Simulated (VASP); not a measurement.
# AlGa2N3 (P3m1) in VASP: notebook, part 2 of 2

VASP 6.6.1. The steps go on from the part before.

**4. Relaxation of cell and atoms, PBE**

This run uses another cell than the first one, of 13.93 Å³/atom, 1.220 times its volume.

File INCAR:

```
PREC = Accurate
ENCUT = 600
EDIFF = 1E-7
ISMEAR = 0
SIGMA = 0.1
LREAL = F
LASPH = T
NELM = 60
ALGO = Normal
ISIF = 3
LWAVE = F
LCHARG = F
GGA = PE
IBRION = 2
NSW = 90
EDIFFG = -0.04
```

File KPOINTS:

```
Automatic mesh
0
Gamma
  6 6 2
```

File POSCAR:

```
AlGa2N3
1.0
    3.4026705300      0.0000000000      0.0000000000
   -1.7013352700      2.9467991200      0.0000000000
    0.0000000000      0.0000000000      8.3348065700
Al Ga N
1 2 3
Direct
    0.6666666700      0.3333333300      0.3333333300
    0.0000000000      0.0000000000      0.0000000000
    0.3333333300      0.6666666700      0.6666666700
    0.3333333300      0.6666666700      0.9166666700
    0.6666666700      0.3333333300      0.5833333300
    0.0000000000      0.0000000000      0.2500000000
```

Potentials or basis: VASP PAW PBE potentials, release 64 (Al, Ga_d, N).

Run with:

```bash
cat potpaw_PBE.64/Al/POTCAR potpaw_PBE.64/Ga_d/POTCAR potpaw_PBE.64/N/POTCAR > POTCAR
mpirun -np 1 vasp_std > vasp.out
```

OUTCAR:

```text
PREC = Accurate
   ENCUT = 600
   EDIFF = 1E-7
   ISMEAR = 0
   LREAL = F
   LASPH = T
   NELM = 60
   ISIF = 3
   GGA = PE
   IBRION = 2
   NSW = 90
   EDIFFG = -0.04

 ion  position               nearest neighbor table
   1  0.667  0.333  0.333-   6 2.08   6 2.08   6 2.08   5 2.08
   2  0.000  0.000  0.000-   4 2.08   4 2.08   4 2.08   6 2.08
   3  0.333  0.667  0.667-   5 2.08   5 2.08   4 2.08   5 2.08
   4  0.333  0.667  0.917-   2 2.08   2 2.08   2 2.08   3 2.08
   5  0.667  0.333  0.583-   3 2.08   3 2.08   1 2.08   3 2.08
   6  0.000  0.000  0.250-   1 2.08   1 2.08   1 2.08   2 2.08

  LATTYP: Found a hexagonal cell.
 ALAT       =     3.4026705300
 C/A-ratio  =     2.4494897453

  Lattice vectors:

 A1 = (   3.4026705300,   0.0000000000,   0.0000000000)
 A2 = (  -1.7013352700,   2.9467991200,   0.0000000000)
 A3 = (   0.0000000000,   0.0000000000,   8.3348065700)

Analysis of symmetry for initial positions (statically):
=====================================================================
 Subroutine PRICEL returns:
 Original cell was already a primitive cell.

 Routine SETGRP: Setting up the symmetry group for a
 hexagonal supercell.

 Subroutine GETGRP returns: Found  6 space group operations
 (whereof  6 operations were pure point group operations)
 out of a pool of 24 trial point group operations.

The static configuration has the point symmetry C_3v.

Analysis of symmetry for dynamics (positions and initial velocities):
=====================================================================
 Subroutine PRICEL returns:
 Original cell was already a primitive cell.

 Routine SETGRP: Setting up the symmetry group for a
 hexagonal supercell.

 Subroutine GETGRP returns: Found  6 space group operations
 (whereof  6 operations were pure point group operations)
 out of a pool of 24 trial point group operations.

[... 102 lines left out ...]
   NFREE  =      1    steps in history (QN), initial steepest desc. (CG)
   ISIF   =      3    stress and relaxation
   ISYM   =      2    0-nonsym 1-usesym 2-fastsym
   POTIM  = 0.5000    time-step for ionic-motion
   TEBEG  =    0.0;   TEEND  =   0.0 temperature during run
   PSTRESS=    0.0 pullay stress
   NELECT =      44.0000    total number of electrons
   NUPDOWN=      -1.0000    fix difference up-down
   EMIN   =  10.00;   EMAX   =-10.00  energy-range for DOS
   EFERMI =   0.00;   METHOD = LEGACY
   ISMEAR =     0;   SIGMA  =   0.10  broadening in eV -4-tet -1-fermi 0-gaus
   EFERMI_NEDOS =   21; number of points for ismear=-14 and -15
   IALGO  =     38    algorithm
   IMIX   =      4    mixing-type and parameters
     AMIX     =   0.40;   BMIX     =  1.00
     AMIX_MAG =   1.60;   BMIX_MAG =  1.00
  volume/ion in A,a.u.               =      13.93        94.00
  Fermi-wavevector in a.u.,A,eV,Ry     =   1.321916  2.498058 23.775649  1.747461
  Thomas-Fermi vector in A             =   2.451635
   LORBIT       =      0    0 simple, 1 ext, 2 COOP (PROOUT), +10 PAW based schemes
   GGA     = PE    functional components
   LHFCALC =     F    Hartree Fock is set to
   AEXX    =    0.0000 exact exchange contribution
   IVDW    =     0    specifies the selected vdW correction
   LEPSILON=     F    determine dielectric tensor
   LRPA    =     F    only Hartree local field effects (RPA)
 conjugate gradient relaxation of ions
 non-spin polarized calculation
 Gauss-broadening in eV      SIGMA  =   0.10
  energy-cutoff  :      600.00
  volume of cell :       83.57
 maximum number of plane-waves:      2810
 NGX is ok and might be reduce to    28
   NGX = 13   NGY = 13   NGZ = 33

--------------------------------------- Ionic step        1  -------------------------------------------

 number of electron      44.0000004 magnetization

 Free energy of the ion-electron system (eV)
  ---------------------------------------------------
  ext. energy  EPLUGINS =         0.00000000
  ---------------------------------------------------
  free energy    TOTEN  =       -37.75203141 eV

  energy without entropy =      -37.75203141  energy(sigma->0) =      -37.75203141

------------------------ aborting loop because EDIFF is reached ----------------------------------------

  FORCE on cell =-STRESS in cart. coord.  units (eV):
  Direction    XX          YY          ZZ          XY          YZ          ZX
  --------------------------------------------------------------------------------------
  -------------------------------------------------------------------------------------
  Total      -12.1529369    -12.1529369    -12.2057203      0.0000000      0.0000000      0.0000000
  in kB     -232.9838782   -232.9838783   -233.9957875      0.0000004      0.0000000      0.0000000
  external PRESSURE =    -233.3211813 kB  Pullay stress =       0.0000000 kB
[... 267 lines left out ...]
--------------------------------------- Ionic step        8  -------------------------------------------

 number of electron      44.0000002 magnetization

 Free energy of the ion-electron system (eV)
  ---------------------------------------------------
  ext. energy  EPLUGINS =         0.00000000
  ---------------------------------------------------
  free energy    TOTEN  =       -39.13714051 eV

  energy without entropy =      -39.13714051  energy(sigma->0) =      -39.13714051

 E-fermi :   5.8307     XC(G=0): -11.3137

 val. band max:        5.3662119615   @ k =   0.0000   0.0000   0.0000
 cond. band min:       7.5178174415   @ k =   0.0000   0.0000   0.0000
 fundamental gap:      2.1516054800
 Fermi energy:         5.8306924923

 k-point     1 :       0.0000    0.0000    0.0000
  band No.  band energies     occupation
      1     -10.2260      2.00000
      2      -9.5705      2.00000
      3      -9.0650      2.00000
      4      -7.9316      2.00000
      5      -7.9316      2.00000
      6      -7.8560      2.00000
[... 428 lines left out ...]
  FREE ENERGIE OF THE ION-ELECTRON SYSTEM (eV)
  ---------------------------------------------------
  free  energy   TOTEN  =       -39.1371405086 eV

  energy  without entropy=      -39.1371405086  energy(sigma->0) =      -39.13714051

 reached required accuracy - stopping structural energy minimisation
```

It took 4.2 min on 1 thread of Intel Xeon 6975P-C, shared host; peak memory 0.25 GiB.

Results:

| Quantity | Value |
| --- | --- |
| Free energy | -39.1371 eV |
| Relaxed volume | 11.38 Å³/atom |
| Relaxed cell | a = 3.181 Å, b = 3.181 Å, c = 7.794 Å, α = 90.00°, β = 90.00°, γ = 120.00° |
| Space group after relaxing (to 0.05 Å) | P3m1 (No. 156) |
| Energy gained by relaxing | 230.9 meV/atom |
| Ionic steps | 8 |
| Pressure after relaxing | -0.1 GPa |
| Largest force after relaxing | 0.016 eV/Å |
| Band gap on the k mesh | 2.15 eV, direct |

Forces on the atoms (eV/Å):
```
Al   0.000  0.000  0.016
Ga   0.000  0.000  0.014
Ga   0.000  0.000 -0.016
N    0.000  0.000 -0.011
N    0.000  0.000  0.000
N    0.000  0.000 -0.002
```

Step by step:
| step | energy change (eV) | largest force (eV/Å) | pressure (GPa) | volume (Å³) |
| --- | --- | --- | --- | --- |
| 1 | 0.0000 | 0.7571 | -23.33 | 83.57 |
| 2 | -0.8944 | 0.5268 | 24.19 | 61.36 |
| 3 | -1.3620 | 0.5418 | 0.03 | 68.31 |
| 4 | -1.3619 | 0.5358 | 0.75 | 68.02 |
| 5 | -1.3819 | 0.2129 | 0.65 | 68.03 |
| 6 | -1.3832 | 0.2054 | 0.64 | 68.04 |
| 7 | -1.3843 | 0.1100 | -0.57 | 68.49 |
| 8 | -1.3851 | 0.0156 | -0.10 | 68.31 |

Final structure:
```cif
data_structure
_symmetry_space_group_name_H-M 'P 1'
_symmetry_Int_Tables_number 1
_cell_length_a 3.1813
_cell_length_b 3.1813
_cell_length_c 7.7935
_cell_angle_alpha 90.000
_cell_angle_beta 90.000
_cell_angle_gamma 120.000
_cell_volume 68.31
loop_
_atom_site_label
_atom_site_type_symbol
_atom_site_fract_x
_atom_site_fract_y
_atom_site_fract_z
_atom_site_occupancy
Al1 Al 0.66667 0.33333 0.33300 1
Ga1 Ga 0.00000 0.00000 0.00270 1
Ga2 Ga 0.33333 0.66667 0.66412 1
N1 N 0.33333 0.66667 0.91642 1
N2 N 0.66667 0.33333 0.57669 1
N3 N 0.00000 0.00000 0.25707 1
```

Caveat: the volume moved by over 15 % at a fixed basis, so the end points are rough. Expect the measured gap to be larger: semilocal functionals such as PBE lack the derivative discontinuity.

**5. Single point, PBE (volume scaled by 0.97, then relaxed in part)**

File INCAR:

```
PREC = Accurate
ENCUT = 520
EDIFF = 1E-6
ISMEAR = 0
SIGMA = 0.02
LREAL = F
LASPH = T
NELM = 100
ALGO = Normal
ISIF = 2
LWAVE = F
LCHARG = F
GGA = PE
NBANDS = 31
```

File KPOINTS:

```
regular mesh
0
Gamma
  12 12 4
```

File POSCAR:

```
AlGa2N3
1.0
    3.1498754966      0.0000000000      0.0000000000
   -1.5749377483      2.7278721988      0.0000000000
    0.0000000000      0.0000000000      7.7164143614
Al Ga N
1 2 3
Direct
    0.6666666667      0.3333333333      0.3329975508
    0.0000000000      0.0000000000      0.0028590223
    0.3333333333      0.6666666667      0.6640598514
    0.3333333333      0.6666666667      0.9163061388
    0.6666666667      0.3333333333      0.5767477186
    0.0000000000      0.0000000000      0.2570297182
```

Potentials or basis: VASP PAW PBE potentials, release 64 (Al, Ga_d, N).

Run with:

```bash
cat potpaw_PBE.64/Al/POTCAR potpaw_PBE.64/Ga_d/POTCAR potpaw_PBE.64/N/POTCAR > POTCAR
mpirun -np 1 vasp_std > vasp.out
```

OUTCAR:

```text
PREC = Accurate
   ENCUT = 520
   EDIFF = 1E-6
   ISMEAR = 0
   LREAL = F
   LASPH = T
   NELM = 100
   ISIF = 2
   GGA = PE

 ion  position               nearest neighbor table
   1  0.667  0.333  0.333-   5 1.88   6 1.91   6 1.91   6 1.91   2 3.13   2 3.13   2 3.13   3 3.14
                             3 3.14   3 3.14
   2  0.000  0.000  0.003-   4 1.94   4 1.94   4 1.94   6 1.96   1 3.13   1 3.13   1 3.13
   3  0.333  0.667  0.664-   5 1.94   5 1.94   5 1.94   4 1.95   1 3.14   1 3.14   1 3.14
   4  0.333  0.667  0.916-   2 1.94   2 1.94   2 1.94   3 1.95
   5  0.667  0.333  0.577-   1 1.88   3 1.94   3 1.94   3 1.94
   6  0.000  0.000  0.257-   1 1.91   1 1.91   1 1.91   2 1.96

  LATTYP: Found a hexagonal cell.
 ALAT       =     3.1498754966
 C/A-ratio  =     2.4497521790

  Lattice vectors:

 A1 = (   3.1498754966,   0.0000000000,   0.0000000000)
 A2 = (  -1.5749377483,   2.7278721988,   0.0000000000)
 A3 = (   0.0000000000,   0.0000000000,   7.7164143614)

Analysis of symmetry for initial positions (statically):
=====================================================================
 Subroutine PRICEL returns:
 Original cell was already a primitive cell.

 Routine SETGRP: Setting up the symmetry group for a
 hexagonal supercell.

 Subroutine GETGRP returns: Found  6 space group operations
 (whereof  6 operations were pure point group operations)
 out of a pool of 24 trial point group operations.

The static configuration has the point symmetry C_3v.

Analysis of symmetry for dynamics (positions and initial velocities):
=====================================================================
 Subroutine PRICEL returns:
 Original cell was already a primitive cell.

 Routine SETGRP: Setting up the symmetry group for a
 hexagonal supercell.

 Subroutine GETGRP returns: Found  6 space group operations
 (whereof  6 operations were pure point group operations)
 out of a pool of 24 trial point group operations.

The dynamic configuration has the point symmetry C_3v.

 Subroutine INISYM returns: Found  6 space group operations
 (whereof  6 operations are pure point group operations),
[... 128 lines left out ...]
   LORBIT       =      0    0 simple, 1 ext, 2 COOP (PROOUT), +10 PAW based schemes
   GGA     = PE    functional components
   LHFCALC =     F    Hartree Fock is set to
   AEXX    =    0.0000 exact exchange contribution
   IVDW    =     0    specifies the selected vdW correction
   LEPSILON=     F    determine dielectric tensor
   LRPA    =     F    only Hartree local field effects (RPA)
 non-spin polarized calculation
 Gauss-broadening in eV      SIGMA  =   0.02
  energy-cutoff  :      520.00
  volume of cell :       66.30
 maximum number of plane-waves:      1811
   NGX = 11   NGY = 11   NGZ = 29

 number of electron      44.0000013 magnetization

 Free energy of the ion-electron system (eV)
  ---------------------------------------------------
  ext. energy  EPLUGINS =         0.00000000
  ---------------------------------------------------
  free energy    TOTEN  =       -39.08087289 eV

  energy without entropy =      -39.08087289  energy(sigma->0) =      -39.08087289

 E-fermi :   5.8388     XC(G=0): -11.4638

 val. band max:        5.6835307339   @ k =   0.0000   0.0000   0.0000
 cond. band min:       8.0342486064   @ k =   0.0000   0.0000   0.0000
 fundamental gap:      2.3507178725
 Fermi energy:         5.8387676748

 k-point     1 :       0.0000    0.0000    0.0000
  band No.  band energies     occupation
      1     -10.1469      2.00000
      2      -9.4240      2.00000
      3      -8.9118      2.00000
      4      -7.6284      2.00000
      5      -7.6284      2.00000
      6      -7.5471      2.00000
[... 805 lines left out ...]
     30      16.4479      0.00000
     31      16.9563      0.00000

 [... further k-points ...]

------------------------ aborting loop because EDIFF is reached ----------------------------------------

  FORCE on cell =-STRESS in cart. coord.  units (eV):
  Direction    XX          YY          ZZ          XY          YZ          ZX
  --------------------------------------------------------------------------------------
  -------------------------------------------------------------------------------------
  Total        2.3870580      2.3870580      2.3997257      0.0000000      0.0000000      0.0000000
  in kB       57.6820396     57.6820396     57.9881485      0.0000000      0.0000000      0.0000000
  external PRESSURE =      57.7840759 kB  Pullay stress =       0.0000000 kB

 VOLUME and BASIS-vectors are now :
 -----------------------------------------------------------------------------
  energy-cutoff  :      520.00
  volume of cell :       66.30
      direct lattice vectors                 reciprocal lattice vectors
     3.149875497  0.000000000  0.000000000     0.317472866  0.183293044  0.000000000
    -1.574937748  2.727872199  0.000000000     0.000000000  0.366586089  0.000000000
     0.000000000  0.000000000  7.716414361     0.000000000  0.000000000  0.129593870

 POSITION                                       TOTAL-FORCE (eV/Angst)
 -----------------------------------------------------------------------------------
      1.57494      0.90929      2.56955        -0.000000      0.000000     -0.005070
      0.00000      0.00000      0.02206         0.000000      0.000000      0.000265
     -0.00000      1.81858      5.12416        -0.000000     -0.000000      0.002180
     -0.00000      1.81858      7.07060         0.000000     -0.000000     -0.003748
      1.57494      0.90929      4.45042         0.000000     -0.000000     -0.009442
      0.00000      0.00000      1.98335        -0.000000     -0.000000      0.015816
 -----------------------------------------------------------------------------------
    total drift:                                0.000001     -0.000002     -0.000201

  FREE ENERGIE OF THE ION-ELECTRON SYSTEM (eV)
  ---------------------------------------------------
  free  energy   TOTEN  =       -39.0808728882 eV

  energy  without entropy=      -39.0808728882  energy(sigma->0) =      -39.08087289
```

OSZICAR:

```text
N       E                     dE             d eps       ncg     rms          rms(c)
DAV:   1     0.382295178477E+03    0.38230E+03   -0.21003E+04  4952   0.234E+03
DAV:   2     0.126137891886E+02   -0.36968E+03   -0.34476E+03  4685   0.544E+02
DAV:   3    -0.427845509732E+02   -0.55398E+02   -0.54410E+02  4860   0.156E+02
DAV:   4    -0.455325679448E+02   -0.27480E+01   -0.27343E+01  5896   0.380E+01
DAV:   5    -0.455879480757E+02   -0.55380E-01   -0.55358E-01  4808   0.508E+00    0.140E+01
DAV:   6    -0.389060958554E+02    0.66819E+01   -0.18461E+01  6923   0.541E+01    0.401E+00
DAV:   7    -0.391124025404E+02   -0.20631E+00   -0.28833E+00  5013   0.108E+01    0.351E+00
DAV:   8    -0.391014495614E+02    0.10953E-01   -0.29981E-01  6667   0.707E+00    0.838E-01
DAV:   9    -0.390801024496E+02    0.21347E-01   -0.90261E-02  7303   0.477E+00    0.383E-01
DAV:  10    -0.390807029853E+02   -0.60054E-03   -0.92758E-03  4916   0.646E-01    0.186E-01
DAV:  11    -0.390808406398E+02   -0.13765E-03   -0.96329E-04  6659   0.351E-01    0.495E-02
DAV:  12    -0.390808679017E+02   -0.27262E-04   -0.14752E-04  5341   0.112E-01    0.250E-02
DAV:  13    -0.390808714511E+02   -0.35495E-05   -0.57807E-05  6312   0.879E-02    0.958E-03
DAV:  14    -0.390808728869E+02   -0.14358E-05   -0.99279E-06  5070   0.293E-02    0.575E-03
DAV:  15    -0.390808728882E+02   -0.12824E-08   -0.10123E-06  3584   0.933E-03
   1 F= -.39080873E+02 E0= -.39080873E+02  d E =-.268163E-30
```

stdout:

```text
POSCAR found type information on POSCAR AlGaN
 POSCAR found :  3 types and       6 ions
 scaLAPACK will be used
 LDA part: xc-table for (Slater+PW92), standard interpolation
 POSCAR, INCAR and KPOINTS ok, starting setup
 FFT: planning ... GRIDC
 FFT: planning ... GRID_SOFT
 FFT: planning ... GRID
 WAVECAR not read
 entering main loop
```

Run time: 1.7 min. Hardware: 1 thread of Intel Xeon 6975P-C, shared host; peak memory 0.26 GiB.

Results:

* Free energy: -39.0809 eV
* Pressure: 5.8 GPa
* Largest force: 0.016 eV/Å
* Band gap on the k mesh: 2.35 eV, direct

Forces in eV/Å, atoms in the order of the input:
```
Al   0.000  0.000 -0.005
Ga   0.000  0.000  0.000
Ga   0.000  0.000  0.002
N    0.000  0.000 -0.004
N    0.000  0.000 -0.009
N    0.000  0.000  0.016
```

Levels at points of the mesh, in eV from the valence-band top:
```tsv
k point	band 19	band 20	band 21	band 22	band 23	band 24	band 25	band 26
(0.00, 0.00, 0.00)	-0.55	-0.14	0.00	0.00	2.35	4.89	5.62	8.81
(0.50, 0.00, 0.00)	-2.29	-2.08	-1.47	-1.32	3.21	6.02	6.36	6.89
(0.00, 0.00, 0.50)	-0.44	-0.44	-0.09	-0.09	3.70	4.05	5.61	8.84
(0.50, 0.00, 0.50)	-2.27	-2.13	-0.97	-0.93	4.30	4.65	5.25	7.65
```

Caveat: the cell differs from its parent crystal (volume scaled by 0.97, then relaxed in part).

**6. Summary**

| task | cell | k mesh | cutoff (eV) | smearing | gap on the mesh (eV) | pressure (GPa) | largest force (eV/Å) |
| --- | --- | --- | --- | --- | --- | --- | --- |
| single point | a = 3.184, b = 3.184, c = 7.799 Å, angles 90.0, 90.0, 120.0°, 6 atoms | 6 × 6 × 2 | 520 | gaussian 0.1 eV | 2.13 | -0.4 | 0.02 |
| single point | a = 3.403, b = 3.403, c = 8.335 Å, angles 90.0, 90.0, 120.0°, 6 atoms | 6 × 6 × 2 | 520 | gaussian 0.1 eV | 0.85 | -23.2 | 0.76 |
| relaxation of cell and atoms | relaxed from a = 3.403, b = 3.403, c = 8.335 Å, angles 90.0, 90.0, 120.0°, 6 atoms | 6 × 6 × 2 | 600 | gaussian 0.1 eV | 2.15 | -0.1 | 0.02 |
| single point | a = 3.150, b = 3.150, c = 7.716 Å, angles 90.0, 90.0, 120.0°, 6 atoms | 12 × 12 × 4 | 520 | gaussian 0.02 eV | 2.35 | 5.8 | 0.02 |

Alike in all rows: level PBE; potentials or basis VASP PAW PBE potentials, release 64 (Al, Ga_d, N); no spin polarisation.

Caveats: the volume moved by over 15 % at a fixed basis, so the end points are rough (some runs).

Total energies depend on the potentials used, so only differences within one code and one set of settings carry meaning.
